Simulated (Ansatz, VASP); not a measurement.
## Co in VASP and in Ansatz

```
CELL_PARAMETERS angstrom
2.47200 0.00000 0.00000
-1.23600 2.14081 0.00000
0.00000 0.00000 4.02114
ATOMIC_POSITIONS crystal
Co 0.66667 0.33333 0.75000
Co 0.33333 0.66667 0.25000
```

Alike in both runs: task single point; functional PBE; k mesh 12 × 12 × 7; occupations gaussian, width 0.024 eV; collinear spin.

|  | VASP | Ansatz |
| --- | --- | --- |
| version | VASP 6.6.1 | Ansatz 0.2.0 |
| potentials or method | VASP PAW PBE potentials, release 64 (Co), cutoff 520 eV | all-electron LAPW, scalar-relativistic |

VASP gave:

| Quantity | Value |
| --- | --- |
| gap on the k mesh at the Fermi level (eV) | none |
| pressure (GPa) | 4.0 |
| traceless stress, the component that is largest in VASP (GPa) | -2.14 |
| net moment per atom (μB) | 1.60 |
| size of the moment on the site where the two differ most (μB) | 1.62 |

Problem. Which values does Ansatz return?

Solution. gap on the k mesh at the Fermi level (eV): none; pressure (GPa): 4.6; traceless stress, the component that is largest in VASP (GPa): -2.23; net moment per atom (μB): 1.61; size of the moment on the site where the two differ most (μB): 1.66.

Site moments also hang on the region over which each program counts them. A gap of «none» marks a metal or a gap that the smearing closes. Ansatz ran all-electron here, and VASP with PAW potentials.
